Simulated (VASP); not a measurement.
A run of VASP 6.6.1 is set up as follows.

INCAR

```
ALGO = Normal ; EDIFF = 1E-7
ENCUT = 520 ; ISIF = 2
ISMEAR = -1 ; ISPIN = 2
LASPH = T ; LCHARG = F
LMAXMIX = 4 ; LORBIT = 11
LREAL = F ; LWAVE = F
MAGMOM = 2 2 ; NBANDS = 20
NELM = 150 ; PREC = Accurate
SIGMA = 0.05
```

Contents of KPOINTS:

```
k-points
0
Gamma
  12 12 7
```

The input POSCAR:

```
Co
1.0
    2.4275842291      0.0000000000      0.0000000000
   -1.2137921146      2.1023496122      0.0000000000
    0.0000000000      0.0000000000      3.9170902623
Co
2
Direct
    0.6666666667      0.3333333333      0.7500000000
    0.3333333333      0.6666666667      0.2500000000
```

Potentials or basis: VASP PAW LDA potentials, release 64 (Co).

The run is started by

```sh
$ cat potpaw_LDA.64/Co/POTCAR > POTCAR
$ mpirun -np 1 vasp_std > vasp.out
```

(1) Estimate the site moments.

(2) Estimate the pressure.

Results:

(1) Co +1.47 μB.

(2) -0.9 GPa.
